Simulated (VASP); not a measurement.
# HfC (P6_3/mmc) in VASP: single point with PBE

Aim: the single point of HfC with PBE.

Program: VASP 6.6.1. These are calculated values, not measurements. Logs are shortened: lines on timing, memory, paths and dates and some standing lists are left out, and cuts for length are marked.

## (1) The cell of the first run

Symmetry: P6_3/mmc, No. 194, hexagonal system. Conventional cell: a = 3.326 Å, b = 3.326 Å, c = 5.242 Å, α = 90.00°, β = 90.00°, γ = 120.00°. Hf (site symmetry -6m2) has 6 C at 2.32 Å within 3.1 Å. C (site symmetry -3m) has 6 Hf at 2.32 Å and 2 C at 2.62 Å within 3.1 Å.

## (2) Single point, PBE

The input, POSCAR:

```
HfC
1.0
    3.3259011673      0.0000000000      0.0000000000
   -1.6629505837      2.8803149014      0.0000000000
    0.0000000000      0.0000000000      5.2416096109
Hf C
2 2
Direct
    0.3333333333      0.6666666667      0.2500000000
    0.6666666667      0.3333333333      0.7500000000
    0.0000000000      0.0000000000      0.0000000000
    0.0000000000      0.0000000000      0.5000000000
```

The input, INCAR.step1:

```
  PREC = Accurate
  ENCUT = 520
  EDIFF = 1E-6
  ISMEAR = 0
  SIGMA = 0.1
  LREAL = F
  LASPH = T
  NELM = 60
  ALGO = Normal
  ISIF = 2
  LWAVE = F
  LCHARG = T
  LMAXMIX = 4
  GGA = PE
  NBANDS = 22
```

The input, KPOINTS.step1:

```
Automatic mesh
0
Gamma
  18 18 10
```

The input, INCAR.step2:

```
  PREC = Accurate
  ENCUT = 520
  EDIFF = 1E-6
  ISMEAR = -5
  SIGMA = 0.1
  LREAL = F
  LASPH = T
  NELM = 60
  ALGO = Normal
  ISIF = 2
  LWAVE = F
  LCHARG = F
  LMAXMIX = 4
  GGA = PE
  LORBIT = 11
  NEDOS = 2001
  ICHARG = 11
```

The input, KPOINTS.step2:

```
Automatic mesh
0
Gamma
  27 27 15
```

Potentials or basis: VASP PAW PBE potentials, release 64 (Hf_pv, C).

Command:

```
> cat potpaw_PBE.64/Hf_pv/POTCAR potpaw_PBE.64/C/POTCAR > POTCAR
> cp INCAR.step1 INCAR
> cp KPOINTS.step1 KPOINTS
> mpirun -np 1 vasp_std > vasp.out
> cp INCAR.step2 INCAR
> cp KPOINTS.step2 KPOINTS
> mpirun -np 1 vasp_std > vasp.out
```

OUTCAR:

```text
PREC = Accurate
   ENCUT = 520
   EDIFF = 1E-6
   ISMEAR = -5
   LREAL = F
   LASPH = T
   NELM = 60
   ISIF = 2
   GGA = PE
   LORBIT = 11
   ICHARG = 11

 ion  position               nearest neighbor table
   1  0.333  0.667  0.250-   3 2.32   4 2.32   3 2.32   4 2.32   3 2.32   4 2.32   2 3.25   2 3.25
                             2 3.25   2 3.25   2 3.25   2 3.25
   2  0.667  0.333  0.750-   3 2.32   4 2.32   3 2.32   4 2.32   3 2.32   4 2.32   1 3.25   1 3.25
                             1 3.25   1 3.25   1 3.25   1 3.25
   3  0.000  0.000  0.000-   1 2.32   2 2.32   2 2.32   1 2.32   2 2.32   1 2.32
   4  0.000  0.000  0.500-   1 2.32   2 2.32   2 2.32   1 2.32   2 2.32   1 2.32

  LATTYP: Found a hexagonal cell.
 ALAT       =     3.3259011673
 C/A-ratio  =     1.5759968042

  Lattice vectors:

 A1 = (   3.3259011673,   0.0000000000,   0.0000000000)
 A2 = (  -1.6629505837,   2.8803149014,   0.0000000000)
 A3 = (   0.0000000000,   0.0000000000,   5.2416096109)

Analysis of symmetry for initial positions (statically):
=====================================================================
 Subroutine PRICEL returns:
 Original cell was already a primitive cell.

 Routine SETGRP: Setting up the symmetry group for a
 hexagonal supercell.

 Subroutine GETGRP returns: Found 24 space group operations
 (whereof 12 operations were pure point group operations)
 out of a pool of 24 trial point group operations.

The static configuration has the point symmetry D_3d.
 The point group associated with its full space group is D_6h.

Analysis of symmetry for dynamics (positions and initial velocities):
=====================================================================
 Subroutine PRICEL returns:
 Original cell was already a primitive cell.

 Routine SETGRP: Setting up the symmetry group for a
 hexagonal supercell.

 Subroutine GETGRP returns: Found 24 space group operations
 (whereof 12 operations were pure point group operations)
 out of a pool of 24 trial point group operations.

The dynamic configuration has the point symmetry D_3d.
 The point group associated with its full space group is D_6h.

 Subroutine INISYM returns: Found 24 space group operations
 (whereof 12 operations are pure point group operations),
 and found     1 'primitive' translations

----------------------------------------------------------------------------------------

                                     Primitive cell

  volume of cell :      50.2127

  direct lattice vectors                    reciprocal lattice vectors
     3.325901167  0.000000000  0.000000000     0.300670390  0.173592130  0.000000000
    -1.662950584  2.880314901  0.000000000     0.000000000  0.347184261  0.000000000
     0.000000000  0.000000000  5.241609611     0.000000000  0.000000000  0.190781091

  length of vectors
     3.325901167  3.325901167  5.241609611     0.347184261  0.347184261  0.190781091

  position of ions in fractional coordinates (direct lattice)
     0.333333333  0.666666667  0.250000000
     0.666666667  0.333333333  0.750000000
     0.000000000  0.000000000  0.000000000
     0.000000000  0.000000000  0.500000000

  ion indices of the primitive-cell ions
   primitive index   ion index
                 1           1
                 2           2
                 3           3
                 4           4

----------------------------------------------------------------------------------------

 KPOINTS: Automatic mesh

Automatic generation of k-mesh.
 Grid dimensions read from file:
 generate k-points for:   27   27   15

 Generating k-lattice:

  Cartesian coordinates                     Fractional coordinates (reciprocal lattice)
     0.011135940  0.006429338  0.000000000     0.037037037  0.000000000  0.000000000
     0.000000000  0.012858676  0.000000000     0.000000000  0.037037037  0.000000000
     0.000000000  0.000000000  0.012718739     0.000000000  0.000000000  0.066666667

  Length of vectors
     0.012858676  0.012858676  0.012718739

  Shift w.r.t. Gamma in fractional coordinates (k-lattice)
     0.000000000  0.000000000  0.000000000

 TETIRR: Found  10722 inequivalent tetrahedra from    65610

 Subroutine IBZKPT returns following result:
 ===========================================

 Found    600 irreducible k-points:

 Following reciprocal coordinates:
            Coordinates               Weight
  0.000000  0.000000  0.000000      1.000000
  0.037037  0.000000  0.000000      6.000000
  0.074074  0.000000  0.000000      6.000000
  0.111111  0.000000  0.000000      6.000000
  0.148148  0.000000  0.000000      6.000000
  0.185185  0.000000  0.000000      6.000000
[... 16 lines left out ...]
  0.333333  0.037037  0.000000     12.000000
  0.370370  0.037037  0.000000     12.000000
 [... further k-points ...]
   k-points           NKPTS =    600   k-points in BZ     NKDIM =    600   number of bands    NBANDS=     18
   number of dos      NEDOS =   2001   number of ions     NIONS =      4
   total plane-waves  NPLWV =  31360
   dimension x,y,z NGX =    28 NGY =   28 NGZ =   40
   dimension x,y,z NGXF=    56 NGYF=   56 NGZF=   80
   ions per type =               2   2
   NGX,Y,Z   is equivalent  to a cutoff of  14.00, 14.00, 12.69 a.u.
   NGXF,Y,Z  is equivalent  to a cutoff of  27.99, 27.99, 25.37 a.u.
 SYSTEM =  unknown system
   PREC   = accura    normal or accurate (medium, high low for compatibility)
   ISTART =      0    job   : 0-new  1-cont  2-samecut
   ICHARG =     11    charge: 1-file 2-atom 10-const
   ISPIN  =      1    spin polarized calculation?
   LNONCOLLINEAR =      F non collinear calculations
   LSORBIT =      F    spin-orbit coupling
   LASPH  =      T    aspherical Exc in radial PAW
   ENCUT  =  520.0 eV  38.22 Ry    6.18 a.u.   6.18  6.18  9.75*2*pi/ulx,y,z
   NELM   =     60;   NELMIN=  2; NELMDL=  0     # of ELM steps
   EDIFF  = 0.1E-05   stopping-criterion for ELM
   LREAL  =      F    real-space projection
   EDIFFG = 0.1E-04   stopping-criterion for IOM
   NSW    =      0    number of steps for IOM
   IBRION =     -1    ionic relax: 0-MD 1-quasi-New 2-CG
   NFREE  =      0    steps in history (QN), initial steepest desc. (CG)
   ISIF   =      2    stress and relaxation
   ISYM   =      2    0-nonsym 1-usesym 2-fastsym
   POTIM  = 0.5000    time-step for ionic-motion
   TEBEG  =    0.0;   TEEND  =   0.0 temperature during run
   PSTRESS=    0.0 pullay stress
   NELECT =      28.0000    total number of electrons
   NUPDOWN=      -1.0000    fix difference up-down
   EMIN   =  10.00;   EMAX   =-10.00  energy-range for DOS
   EFERMI =   0.00;   METHOD = LEGACY
   ISMEAR =    -5;   SIGMA  =   0.10  broadening in eV -4-tet -1-fermi 0-gaus
   EFERMI_NEDOS =   21; number of points for ismear=-14 and -15
   IALGO  =     38    algorithm
   IMIX   =      4    mixing-type and parameters
     AMIX     =   0.40;   BMIX     =  1.00
     AMIX_MAG =   1.60;   BMIX_MAG =  1.00
  volume/ion in A,a.u.               =      12.55        84.71
  Fermi-wavevector in a.u.,A,eV,Ry     =   1.347482  2.546371 24.704189  1.815707
  Thomas-Fermi vector in A             =   2.475229
   LORBIT       =     11    0 simple, 1 ext, 2 COOP (PROOUT), +10 PAW based schemes
   GGA     = PE    functional components
   LHFCALC =     F    Hartree Fock is set to
   AEXX    =    0.0000 exact exchange contribution
   IVDW    =     0    specifies the selected vdW correction
   LEPSILON=     F    determine dielectric tensor
   LRPA    =     F    only Hartree local field effects (RPA)
 non-spin polarized calculation
 Fermi weights with tetrahedron method with Bloechl corrections
  energy-cutoff  :      520.00
  volume of cell :       50.21
 maximum number of plane-waves:      1387
 NGX is ok and might be reduce to    28

 number of electron      28.0000000 magnetization

 Free energy of the ion-electron system (eV)
  ---------------------------------------------------
  ext. energy  EPLUGINS =         0.00000000
  ---------------------------------------------------
  free energy    TOTEN  =       -41.30690533 eV

  energy without entropy =      -41.30690533  energy(sigma->0) =      -41.30690533

 E-fermi :   6.5077     XC(G=0): -12.2959

 val. band max:        6.5103539849   @ k =   0.2963   0.2963   0.1333
 cond. band min:       6.4675417044   @ k =   0.1852   0.1111   0.2000
 fundamental gap:     -0.0428122806
 Fermi energy:         6.5077135332

 k-point     1 :       0.0000    0.0000    0.0000
  band No.  band energies     occupation
      1     -24.1852      2.00000
      2     -23.6068      2.00000
      3     -23.6068      2.00000
      4     -23.5226      2.00000
      5     -23.5226      2.00000
      6     -23.4562      2.00000
[... 10 lines left out ...]
     17       8.4288      0.00000
     18       8.5917      0.00000

 k-point     2 :       0.0370    0.0000    0.0000
  band No.  band energies     occupation
      1     -24.1819      2.00000
      2     -23.6136      2.00000
      3     -23.6095      2.00000
      4     -23.5292      2.00000
      5     -23.5229      2.00000
      6     -23.4573      2.00000
[... 10 lines left out ...]
     17       8.1782      0.00000
     18       8.5241      0.00000

 k-point     3 :       0.0741    0.0000    0.0000
  band No.  band energies     occupation
      1     -24.1722      2.00000
      2     -23.6338      2.00000
      3     -23.6170      2.00000
      4     -23.5482      2.00000
      5     -23.5239      2.00000
      6     -23.4607      2.00000
[... 412 lines left out ...]
 k-point    23 :       0.3333    0.0370    0.0000
  band No.  band energies     occupation
      1     -24.0126      2.00000
      2     -23.9493      2.00000
      3     -23.8761      2.00000
      4     -23.7386      2.00000
      5     -23.5664      2.00000
      6     -23.5633      2.00000
[... 10 lines left out ...]
     17      10.7073      0.00000
     18      10.7396      0.00000

 k-point    24 :       0.3704    0.0370    0.0000
  band No.  band energies     occupation
      1     -24.0545      2.00000
      2     -23.9144      2.00000
      3     -23.9092      2.00000
      4     -23.7520      2.00000
      5     -23.5846      2.00000
      6     -23.5720      2.00000
[... 10 lines left out ...]
     17      10.6379      0.00000
     18      11.4255      0.00000

 [... further k-points ...]
[... 5 lines left out ...]
  --------------------------------------------------------------------------------------
  -------------------------------------------------------------------------------------
  Total       -0.2333191     -0.2333191     -0.2405237      0.0000000      0.0000000     -0.0000000
  in kB       -7.4446933     -7.4446933     -7.6745782      0.0000000      0.0000000     -0.0000000
  external PRESSURE =      -7.5213216 kB  Pullay stress =       0.0000000 kB

 VOLUME and BASIS-vectors are now :
 -----------------------------------------------------------------------------
  energy-cutoff  :      520.00
  volume of cell :       50.21
      direct lattice vectors                 reciprocal lattice vectors
     3.325901167  0.000000000  0.000000000     0.300670390  0.173592130  0.000000000
    -1.662950584  2.880314901  0.000000000     0.000000000  0.347184261  0.000000000
     0.000000000  0.000000000  5.241609611     0.000000000  0.000000000  0.190781091

 POSITION                                       TOTAL-FORCE (eV/Angst)
 -----------------------------------------------------------------------------------
     -0.00000      1.92021      1.31040         0.000000     -0.000000      0.000000
      1.66295      0.96010      3.93121        -0.000000      0.000000      0.000000
      0.00000      0.00000      0.00000         0.000000     -0.000000      0.000000
      0.00000      0.00000      2.62080         0.000000     -0.000000      0.000000
 -----------------------------------------------------------------------------------
    total drift:                                0.000000     -0.000000      0.000000

  FREE ENERGIE OF THE ION-ELECTRON SYSTEM (eV)
  ---------------------------------------------------
  free  energy   TOTEN  =       -41.3069053292 eV

  energy  without entropy=      -41.3069053292  energy(sigma->0) =      -41.30690533

 total charge

# of ion       s       p       d       tot
------------------------------------------
    1        0.311   6.587   1.711   8.609
    2        0.311   6.587   1.711   8.609
    3        0.880   1.486   0.000   2.365
    4        0.880   1.486   0.000   2.365
--------------------------------------------------
tot          2.381  16.145   3.422  21.948
```

It took 5.2 min on 1 thread of AMD EPYC 9R45 (Zen 5), shared host; peak memory 0.57 GiB.

Results:

```
Valence electrons inside the program's atomic spheres : Hf 8.61; C 2.37
```

Levels at points of the mesh, in eV from the Fermi level:
```
           k point  band 10  band 11  band 12  band 13  band 14  band 15  band 16  band 17  band 18
(0.00, 0.00, 0.00)    -3.12    -3.12    -1.27    -1.27     0.91     1.38     1.38     1.92     2.08
```

Caveat: spin-orbit coupling is left out, which moves the levels of the heavy elements; tetrahedron occupations give inexact forces and stress in metals.
